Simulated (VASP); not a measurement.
## C: single point with LDA

Crystal: C.

```xyz
2
Lattice="0.0000 1.8045 1.8936 1.8045 0.0000 1.8936 1.8045 1.8045 0.0000" Properties=species:S:1:pos:R:3 pbc="T T T"
C     1.8045    1.8045    1.8936
C     2.7067    2.7067    2.8404
```

This cell differs from its parent crystal: volume 6.166 Å^3 an atom, c/a of the conventional cell 1.0494.

| Item | Value |
| --- | --- |
| Program | VASP 6.6.1 |
| Task | single point |
| Functional | LDA |
| Potentials or basis | VASP PAW LDA potentials, release 64 (C) |
| Cutoff | 520 eV |
| k mesh | 12 × 12 × 12 |
| Occupations | gaussian, width 0.05 eV |
| Spin | no spin polarisation |

```
Pressure               : -41.8 GPa
Band gap on the k mesh : 3.35 eV, indirect (least direct gap 4.90 eV)
```

Stress tensor (GPa, compression positive):
```
-27.55   0.00   0.00
  0.00 -27.55   0.00
  0.00   0.00 -70.15
```

Levels at points of the mesh, in eV from the valence-band top:
| k point | band 2 | band 3 | band 4 | band 5 | band 6 | band 7 |
| --- | --- | --- | --- | --- | --- | --- |
| (0.00, 0.00, 0.00) | -0.72 | 0.00 | 0.00 | 4.90 | 4.90 | 5.46 |
| (0.50, 0.00, 0.00) | -12.71 | -3.23 | -2.40 | 6.81 | 7.94 | 8.45 |
| (0.50, 0.50, 0.00) | -12.73 | -5.59 | -5.59 | 4.99 | 4.99 | 14.98 |
| (0.50, 0.00, 0.50) | -12.05 | -6.25 | -6.25 | 3.94 | 3.94 | 15.13 |

It took 29 s on 1 thread of AMD EPYC 7R13, with other jobs on the host, peak memory 0.09 GiB.

 A k mesh can miss the band edges.
